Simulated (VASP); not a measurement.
A run of VASP 6.6.1:

The input INCAR:

```
PREC = Accurate
ENCUT = 520
EDIFF = 1E-7
ISMEAR = -1
SIGMA = 0.05
LREAL = F
LASPH = T
NELM = 150
ALGO = Normal
ISIF = 2
LWAVE = F
LCHARG = F
ISPIN = 2
MAGMOM = 2 2 2 2 2 2 2
LORBIT = 11
LMAXMIX = 4
LDIPOL = T
IDIPOL = 3
DIPOL = 0.5 0.5 0.500
NBANDS = 44
```

File KPOINTS:

```
Automatic mesh
0
Gamma
  12 12 1
```

File POSCAR:

```
Co
1.0
    2.4705617809      0.0000000000      0.0000000000
   -1.2352808904      2.1395692639      0.0000000000
    0.0000000000      0.0000000000     27.1323507000
Co
7
Direct
    0.3333333300      0.6666666600      0.2764227871
    0.0000000000      0.0000000000      0.3509485247
    0.6666666700      0.3333333400      0.4254742624
    0.0000000000      0.0000000000      0.5000000000
    0.3333333300      0.6666666600      0.5745257376
    0.0000000000      0.0000000000      0.6490514753
    0.6666666700      0.3333333400      0.7235772129
```

Potentials or basis: VASP PAW LDA potentials, release 64 (Co).

The run is started by

```bash
$ cat potpaw_LDA.64/Co/POTCAR > POTCAR
$ mpirun -np 1 vasp_std > vasp.out
```

Hardware: 1 thread of Oxide Virtual Turin-like Processor, on a shared host.

How long does it take, and how much memory?

Run time: 10 min on 1 thread of Oxide Virtual Turin-like Processor, on a shared host, peak memory 0.27 GiB. Counts: scf iterations 40, k points 19.
